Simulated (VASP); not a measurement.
A run of VASP 6.6.1:

File POSCAR:

```
NaH
1.0
    0.0000000000      2.4070229845      2.4070229845
    2.4070229845      0.0000000000      2.4070229845
    2.4070229845      2.4070229845      0.0000000000
Na H
1 1
Direct
    0.0000000000      0.0000000000      0.0000000000
    0.5000000000      0.5000000000      0.5000000000
```

File INCAR.step1:

```
SYSTEM = NaH
ALGO = Normal ; EDIFF = 1E-5
ENCUT = 520 ; GGA = PE
ISIF = 2 ; ISMEAR = -1
LASPH = .True. ; LREAL = .False.
LWAVE = .True. ; NBANDS = 11
NELM = 60 ; PREC = Accurate
SIGMA = 0.05
```

Contents of INCAR.step2:

```
SYSTEM = NaH
ALGO = Normal ; EDIFF = 1E-7
ENCUT = 520 ; GGA = PE
HFSCREEN = 0.2079 ; ISIF = 2
ISMEAR = -1 ; ISTART = 1
LASPH = .True. ; LCHARG = .True.
LELF = .True. ; LHFCALC = .True.
LREAL = .False. ; LVHAR = .True.
LWAVE = .False. ; NBANDS = 11
NELM = 60 ; PREC = Accurate
PRECFOCK = Normal ; SIGMA = 0.05
```

Contents of KPOINTS:

```
k-points
0
Gamma
  6 6 6
  0 0 0
```

Potentials or basis: VASP PAW PBE potentials, release 64 (Na_pv, H).

Launch:

```console
$ cat potpaw_PBE.64/Na_pv/POTCAR potpaw_PBE.64/H/POTCAR > POTCAR
$ cp INCAR.step1 INCAR
$ mpirun -np 1 vasp_std > vasp.out
$ cp INCAR.step2 INCAR
$ mpirun -np 1 vasp_std > vasp.out
```

Hardware: 1 thread of Intel(R) Xeon(R) Platinum 8259CL CPU @ 2.50GHz (Skylake/Cascade Lake), with other jobs on the host.

Question: Estimate the wall time of this run.

Answer: It took 7.7 min on 1 thread of Intel(R) Xeon(R) Platinum 8259CL CPU @ 2.50GHz (Skylake/Cascade Lake), with other jobs on the host, peak memory 0.25 GiB. Counts: k points 16.
